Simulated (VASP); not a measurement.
Wanted: the native input for a VASP 6.6.1 run.

| Item | Value |
| --- | --- |
| Task | single point |
| Functional | LDA |
| Potentials or basis | VASP PAW LDA potentials, release 64 (Ta_pv) |
| Cutoff | 520 eV |
| k mesh | 18 × 18 × 18 |
| Occupations | fermi-dirac, width 0.08 eV |
| Spin | no spin polarisation |
| Dipole correction | no |
| Further INCAR settings | ALGO = Normal; EDIFF = 1e-06; NBANDS = 12 |

The structure of Ta lies in POSCAR:

```
Ta
1.0
   -1.4017700717      1.4017700717      1.4017700717
    1.4017700717     -1.4017700717      1.4017700717
    1.4017700717      1.4017700717     -1.4017700717
Ta
1
Direct
    0.0000000000      0.0000000000      0.0000000000
```

These files were run (other wordings do the same):

INCAR

```
SYSTEM = Ta
  ALGO = Normal
  EDIFF = 1E-6
  ENCUT = 520
  GGA = CA
  ISIF = 2
  ISMEAR = -1
  LASPH = .True.
  LCHARG = .True.
  LELF = .True.
  LREAL = .False.
  LVHAR = .True.
  LWAVE = .False.
  NBANDS = 12
  NELM = 100
  PREC = Accurate
  SIGMA = 0.08
```

KPOINTS

```
k-points
0
Gamma
  18 18 18
  0 0 0
```

Potentials or basis: VASP PAW LDA potentials, release 64 (Ta_pv).

Command:

```sh
$ cat potpaw_LDA.64/Ta_pv/POTCAR > POTCAR
$ mpirun -np 1 vasp_std > vasp.out
```

Results of the run:

The pressure is 230.3 GPa and the band gap on the k mesh is zero (an odd number of electrons rules out a gap without spin polarisation).

Caveat: the cell stands under pressure; spin-orbit coupling is left out, which moves the levels of the heavy elements.

It took 9.9 s on 1 thread of Intel(R) Xeon(R) 6975P-C (Granite Rapids), on a shared host, peak memory 0.13 GiB.
